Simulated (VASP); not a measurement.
# Ag (Fm-3m) in VASP: single point with PBE

Aim: the single point of Ag with PBE.

All numbers are computed with VASP 6.6.1; they aren't measurements. Logs are shortened: lines on timing, memory, paths and dates and some standing lists are left out, and cuts for length are marked.

**1. The cell of the first run**

The structure is cubic, space group Fm-3m (No. 225). The conventional cell has a = 4.145 Å, b = 4.145 Å, c = 4.145 Å, α = 90.00°, β = 90.00°, γ = 90.00°. Ag (site symmetry m-3m) has 12 Ag at 2.93 Å within 3.9 Å.

**2. Single point, PBE, non-collinear spin, zero start, spin-orbit coupling**

The input, INCAR:

```
SYSTEM = Ag
  ALGO = Normal
  EDIFF = 1E-7
  ENCUT = 520
  GGA = PE
  GGA_COMPAT = .False.
  ISIF = 2
  ISMEAR = 0
  LASPH = .True.
  LCHARG = .False.
  LMAXMIX = 4
  LORBIT = 11
  LORBMOM = .True.
  LREAL = .False.
  LSORBIT = .True.
  LWAVE = .False.
  MAGMOM = 0 0 0
  NBANDS = 22
  NELM = 150
  PREC = Accurate
  SIGMA = 0.05
```

The input, KPOINTS:

```
k-points
0
Gamma
  18 18 18
  0 0 0
```

The input, POSCAR:

```
Ag
1.0
    0.0000000000      2.0725556827      2.0725556827
    2.0725556827      0.0000000000      2.0725556827
    2.0725556827      2.0725556827      0.0000000000
Ag
1
Direct
    0.0000000000      0.0000000000      0.0000000000
```

Potentials or basis: VASP PAW PBE potentials, release 64 (Ag).

Command:

```
$ cat potpaw_PBE.64/Ag/POTCAR > POTCAR
$ mpirun -np 1 vasp_ncl > vasp.out
```

OUTCAR:

```text
SYSTEM = Ag
   EDIFF = 1E-7
   ENCUT = 520
   GGA = PE
   ISIF = 2
   ISMEAR = 0
   LASPH = .True.
   LORBIT = 11
   LREAL = .False.
   LSORBIT = .True.
   NELM = 150
   PREC = Accurate

 ion  position               nearest neighbor table
   1  0.000  0.000  0.000-

  LATTYP: Found a face centered cubic cell.
 ALAT       =     4.1451113654

  Lattice vectors:

 A1 = (   0.0000000000,   2.0725556827,   2.0725556827)
 A2 = (   2.0725556827,   0.0000000000,   2.0725556827)
 A3 = (   2.0725556827,   2.0725556827,   0.0000000000)

Analysis of symmetry for initial positions (statically):
=====================================================================
 Subroutine PRICEL returns:
 Original cell was already a primitive cell.

 Routine SETGRP: Setting up the symmetry group for a
 face centered cubic supercell.

 Subroutine GETGRP returns: Found 48 space group operations
 (whereof 48 operations were pure point group operations)
 out of a pool of 48 trial point group operations.

The static configuration has the point symmetry O_h .

Analysis of symmetry for dynamics (positions and initial velocities):
=====================================================================
 Subroutine PRICEL returns:
 Original cell was already a primitive cell.

 Routine SETGRP: Setting up the symmetry group for a
 face centered cubic supercell.

 Subroutine GETGRP returns: Found 48 space group operations
 (whereof 48 operations were pure point group operations)
 out of a pool of 48 trial point group operations.

The dynamic configuration has the point symmetry O_h .

Analysis of structural, dynamic, and magnetic symmetry:
=====================================================================
 Subroutine PRICEL returns:
 Original cell was already a primitive cell.

 Routine SETGRP: Setting up the symmetry group for a
 face centered cubic supercell.

 Subroutine GETGRP returns: Found 48 space group operations
 (whereof 48 operations were pure point group operations)
 out of a pool of 48 trial point group operations.

The overall configuration has the point symmetry O_h .

 Subroutine INISYM returns: Found 48 space group operations
 (whereof 48 operations are pure point group operations),
 and found     1 'primitive' translations

----------------------------------------------------------------------------------------

                                     Primitive cell

  volume of cell :      17.8053
[... 140 lines left out ...]

 val. band max:        7.7807306603   @ k =   0.5000   0.1667   0.0556
 cond. band min:       7.9236266997   @ k =   0.5000   0.3333   0.1111
 fundamental gap:      0.1428960394
 Fermi energy:         7.7910159420

 k-point     1 :       0.0000    0.0000    0.0000
  band No.  band energies     occupation
      1       0.3871      1.00000
      2       0.3871      1.00000
      3       3.0028      1.00000
      4       3.0028      1.00000
      5       3.0028      1.00000
      6       3.0028      1.00000
[... 589 lines left out ...]
     21      29.2116      0.00000
     22      29.2116      0.00000

 [... further k-points ...]
[... 5 lines left out ...]
  --------------------------------------------------------------------------------------
  -------------------------------------------------------------------------------------
  Total       -0.0103380     -0.0103380     -0.0103380     -0.0000000     -0.0000000     -0.0000000
  in kB       -0.9302485     -0.9302485     -0.9302485     -0.0000000     -0.0000000     -0.0000000
  external PRESSURE =      -0.9302485 kB  Pullay stress =       0.0000000 kB

 VOLUME and BASIS-vectors are now :
 -----------------------------------------------------------------------------
  energy-cutoff  :      520.00
  volume of cell :       17.81
      direct lattice vectors                 reciprocal lattice vectors
     0.000000000  2.072555683  2.072555683    -0.241248042  0.241248042  0.241248042
     2.072555683  0.000000000  2.072555683     0.241248042 -0.241248042  0.241248042
     2.072555683  2.072555683  0.000000000     0.241248042  0.241248042 -0.241248042

 POSITION                                       TOTAL-FORCE (eV/Angst)
 -----------------------------------------------------------------------------------
      0.00000      0.00000      0.00000         0.000000      0.000000      0.000000
 -----------------------------------------------------------------------------------
    total drift:                                0.000000      0.000000      0.000000

  FREE ENERGIE OF THE ION-ELECTRON SYSTEM (eV)
  ---------------------------------------------------
  free  energy   TOTEN  =        -2.7469396676 eV

  energy  without entropy=       -2.7465744724  energy(sigma->0) =       -2.74675707

 orbital moment (x)

 # of ion     p       d       tot
 ----------------------------------------
  1         0.000   0.000   0.000
 ----------------------------------------
            0.000   0.000   0.000

 orbital moment (y)

 # of ion     p       d       tot
 ----------------------------------------
  1         0.000   0.000   0.000
 ----------------------------------------
            0.000   0.000   0.000

 orbital moment (z)

 # of ion     p       d       tot
 ----------------------------------------
  1        -0.000   0.000  -0.000
 ----------------------------------------
           -0.000   0.000  -0.000

 Spin-Orbit-Coupling matrix elements

 Ion:    1  E_soc:     -0.0531726
 l=   1
     0.0000000    -0.0018509    -0.0018509
    -0.0018509     0.0000000    -0.0018509
    -0.0018509    -0.0018509     0.0000000
 l=   2
     0.0000000    -0.0014847     0.0000000    -0.0014847    -0.0055266
    -0.0014847     0.0000000    -0.0041449    -0.0014847    -0.0013816
     0.0000000    -0.0041449     0.0000000    -0.0041449     0.0000000
    -0.0014847    -0.0014847    -0.0041449     0.0000000    -0.0013816
    -0.0055266    -0.0013816     0.0000000    -0.0013816     0.0000000
 l=   3
     0.0000000     0.0000000     0.0000000     0.0000000     0.0000000     0.0000000     0.0000000
     0.0000000     0.0000000     0.0000000     0.0000000     0.0000000     0.0000000     0.0000000
     0.0000000     0.0000000     0.0000000     0.0000000     0.0000000     0.0000000     0.0000000
     0.0000000     0.0000000     0.0000000     0.0000000     0.0000000     0.0000000     0.0000000
     0.0000000     0.0000000     0.0000000     0.0000000     0.0000000     0.0000000     0.0000000
     0.0000000     0.0000000     0.0000000     0.0000000     0.0000000     0.0000000     0.0000000
     0.0000000     0.0000000     0.0000000     0.0000000     0.0000000     0.0000000     0.0000000

 total charge

# of ion       s       p       d       tot
------------------------------------------
    1        0.408   0.274   9.155   9.837

 magnetization (x)

# of ion       s       p       d       tot
------------------------------------------
    1        0.000   0.000   0.000   0.000

 magnetization (y)

# of ion       s       p       d       tot
------------------------------------------
    1       -0.000   0.000   0.000   0.000

 magnetization (z)

# of ion       s       p       d       tot
------------------------------------------
    1        0.000  -0.000   0.000  -0.000
```

OSZICAR:

```text
N       E                     dE             d eps       ncg     rms          rms(c)
DAV:   1     0.675428547520E+02    0.67543E+02   -0.54882E+03  8604   0.970E+02
DAV:   2    -0.140154897259E+01   -0.68944E+02   -0.63916E+02  9780   0.241E+02
DAV:   3    -0.298514746867E+01   -0.15836E+01   -0.15783E+01 10046   0.391E+01
DAV:   4    -0.299116268017E+01   -0.60152E-02   -0.60148E-02  9438   0.246E+00
DAV:   5    -0.299122528689E+01   -0.62607E-04   -0.62606E-04  9906   0.252E-01    0.478E+00
DAV:   6    -0.275612042342E+01    0.23510E+00   -0.45035E-01  9222   0.949E+00    0.313E+00
DAV:   7    -0.274944594969E+01    0.66745E-02   -0.66331E-03  9710   0.997E-01    0.180E+00
DAV:   8    -0.274692044841E+01    0.25255E-02   -0.56174E-04  9364   0.227E-01    0.340E-01
DAV:   9    -0.274693066523E+01   -0.10217E-04   -0.81600E-06  9832   0.225E-02    0.440E-02
DAV:  10    -0.274693730791E+01   -0.66427E-05   -0.19060E-06  9420   0.160E-02    0.265E-02
DAV:  11    -0.274693972547E+01   -0.24176E-05   -0.13333E-06  9292   0.123E-02    0.855E-04
DAV:  12    -0.274693966764E+01    0.57833E-07   -0.92605E-09  6474   0.897E-04
   1 F= -.27469397E+01 E0= -.27467571E+01  d E =-.365195E-03  mag=     0.0000    -0.0000     0.0000
```

Run time: 1.8 min. Hardware: 1 thread of Oxide Virtual Turin-like, shared host; peak memory 0.24 GiB.

What came out:

| Item | Value |
| --- | --- |
| Free energy | -2.7469 eV |
| Pressure | -0.1 GPa |
| Net moment | 0.00 μB per cell |
| Valence electrons inside the program's atomic spheres | Ag 9.84 |

Moments on the atoms (μB; x, y, z):
```
Ag  0.00 0.00 0.00
```
